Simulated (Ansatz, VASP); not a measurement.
MoSe in VASP and in Ansatz

```
CELL_PARAMETERS angstrom
0.00000 2.85933 2.85933
2.85933 0.00000 2.85933
2.85933 2.85933 0.00000
ATOMIC_POSITIONS crystal
Mo 0.00000 0.00000 0.00000
Se 0.25000 0.25000 0.25000
```

Alike in both runs: task single point; functional PBE; k mesh 10 × 10 × 10; occupations gaussian, width 0.05 eV; collinear spin.

|  | VASP | Ansatz |
| --- | --- | --- |
| version | VASP 6.6.1 | Ansatz 0.2.0 |
| potentials or method | VASP PAW PBE potentials, release 64 (Mo_sv, Se), cutoff 520 eV | scalar-relativistic, plane waves, PAW |
| valence electrons in the cell | 20 | 30 |

|  | VASP | Ansatz | Ansatz less VASP |
| --- | --- | --- | --- |
| gap on the k mesh at the Fermi level (eV) | none | none | - |
| pressure (GPa) | -1.8 | -1.9 | -0.15 |
| net moment per atom (μB) | 0.62 | 0.62 | +0.002 |
| size of the moment on the site where the two differ most (μB) | 1.09 | 0.87 | -0.215 |

Site moments also hang on the region over which each program counts them. A gap of «none» marks a metal or a gap that the smearing closes. VASP's potentials hold 20 valence electrons a cell and Ansatz's 30, so a difference there can come from the potentials and not from the codes.
